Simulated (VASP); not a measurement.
A run of VASP 6.6.1 is set up as follows.

File INCAR:

```
SYSTEM = MoS2
  ALGO = Normal
  EDIFF = 1E-6
  ENCUT = 520
  GGA = PE
  ISIF = 2
  ISMEAR = -1
  LASPH = .True.
  LCHARG = .True.
  LELF = .True.
  LREAL = .False.
  LVHAR = .True.
  LWAVE = .False.
  NBANDS = 20
  NELM = 60
  PREC = Accurate
  SIGMA = 0.05
```

The input KPOINTS:

```
k-points
0
Gamma
  9 9 4
  0 0 0
```

Contents of POSCAR:

```
MoS2
1.0
    3.1923096964      0.0000000000      0.0000000000
   -1.5961548482      2.7646212938      0.0000000000
    0.0000000000      0.0000000000      6.9485655483
Mo S
1 2
Direct
    0.0000000000      0.0000000000      0.5000000000
    0.6666666667      0.3333333333      0.7278924991
    0.3333333333      0.6666666667      0.2721075009
```

Potentials or basis: VASP PAW PBE potentials, release 64 (Mo_sv, S).

Launch:

```bash
$ cat potpaw_PBE.64/Mo_sv/POTCAR potpaw_PBE.64/S/POTCAR > POTCAR
$ mpirun -np 1 vasp_std > vasp.out
```

Question: Predict the pressure.

Answer: -0.1 GPa.

Question: What does it give for the band gap on the k mesh?

Answer: Zero (band 13 reaches 6.68 eV, above the bottom of band 14 at 5.85 eV).

Forces on the atoms (eV/Å):
```
Mo   0.000  0.000  0.000
S    0.000  0.000 -0.005
S    0.000  0.000  0.005
```

Caveat: this functional lacks dispersion, which binds the layers, so the pressure and a relaxed spacing across them are unreliable.
